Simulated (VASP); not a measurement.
Write the native input for VASP 6.6.1 that does the following.

```
Task                   : single point
Functional             : PBE
Potentials or basis    : VASP PAW PBE potentials, release 64 (Pt)
Cutoff                 : 500 eV
k mesh                 : 13 × 13 × 13
Occupations            : gaussian, width 0.15 eV
Spin                   : no spin polarisation
Dipole correction      : no
Further INCAR settings : ALGO = Normal; EDIFF = 1e-06; NBANDS = 11
```

The structure of Pt lies in POSCAR:

```
Pt
1.0
    2.7731310000      0.0000000000      0.0000000000
    1.3865655000      2.4016018940      0.0000000000
    1.3865655000      0.8005339647      2.2642519800
Pt
1
Direct
    0.0000000000      0.0000000000      0.0000000000
```

One way to write it, as run:

INCAR

```
PREC = Accurate ; ENCUT = 500
EDIFF = 1E-6 ; ISMEAR = 0
SIGMA = 0.15 ; LREAL = False
LASPH = True ; NELM = 120
ALGO = Normal ; ISIF = 2
LWAVE = False ; LCHARG = False
GGA = PE ; NBANDS = 11
GGA_COMPAT = False
```

KPOINTS

```
regular mesh
0
Gamma
  13 13 13
```

Potentials or basis: VASP PAW PBE potentials, release 64 (Pt).

Launch:

```console
$ cat potpaw_PBE.64/Pt/POTCAR > POTCAR
$ mpirun -np 1 vasp_std > vasp.out
```

It gave:

* Pressure: 9.6 GPa
* Band gap on the k mesh: zero (band 5 reaches 11.68 eV, above the bottom of band 6 at 9.51 eV)

Caveat: spin-orbit coupling is left out, which moves the levels of the heavy elements.

It took 4.4 s on 1 thread of Intel(R) Xeon(R) 6975P-C (Granite Rapids), on a shared host, peak memory 0.13 GiB.
